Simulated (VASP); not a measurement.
## InB2As3: single point with PBE

InB2As3:

```
In B As
1.0
     4.29733    0.00000    0.00000
    -2.14866    3.72159    0.00000
     0.00000    0.00000    7.24156
In B As
1 2 3
Direct
  0.00000 0.00000 0.50000
  0.33333 0.66667 0.27263
  0.66667 0.33333 0.72737
  0.00000 0.00000 0.00000
  0.00000 0.00000 0.73294
  0.00000 0.00000 0.26706
```

The cell was generated, and may not be a known phase.

```yaml
Program: VASP 6.6.1
Task: single point
Functional: PBE
Potentials_or_basis: VASP PAW PBE potentials, release 64 (In_d, B, As)
Cutoff: 520 eV
k_mesh: 6 × 6 × 4
Occupations: gaussian, width 0.1 eV
Spin: no spin polarisation
Dipole_correction: no
Further_INCAR_settings: ALGO = Normal; EDIFF = 1e-06; NBANDS = 26
```

```yaml
Pressure: 91.6 GPa
Largest_force: 35.622 eV/Å
Band_gap_on_the_k_mesh: zero (bands 17 and 18 overlap by 1.58 eV)
```

Forces in eV/Å, atoms in the order of the input:
```
In    0.000   0.000   0.000
B     0.000   0.000  -0.242
B     0.000   0.000   0.242
As    0.000   0.000   0.000
As    0.000   0.000  35.622
As    0.000   0.000 -35.622
```

Stress tensor (GPa, compression positive):
```
 -0.24   0.00   0.00
  0.00  -0.24   0.00
  0.00   0.00 275.21
```

Levels at points of the mesh, in eV from the Fermi level:
```
           k point  band 15  band 16  band 17  band 18  band 19  band 20
(0.00, 0.00, 0.00)    -2.71    -1.58    -0.44    -0.44     1.14     1.32
(0.50, 0.00, 0.00)    -1.50    -1.35    -0.98    -0.74     0.75     2.30
(0.00, 0.00, 0.50)    -3.53     0.30     0.30     0.98     1.13     1.21
(0.50, 0.00, 0.50)    -1.95    -0.60    -0.23     0.53     2.10     2.69
```

Run time: 100 s on 1 thread of Intel Xeon 8259CL (shared host), peak memory 0.26 GiB.

Caveat: atoms lie so close that the PAW spheres overlap strongly, which falsifies energies and pressures; the stress differs along the axes, from -0 to 275 GPa; spin-orbit coupling is left out, which moves the levels of the heavy elements; forces of over 1 eV/Å act on the atoms, so gaps and moduli don't describe the material at rest.
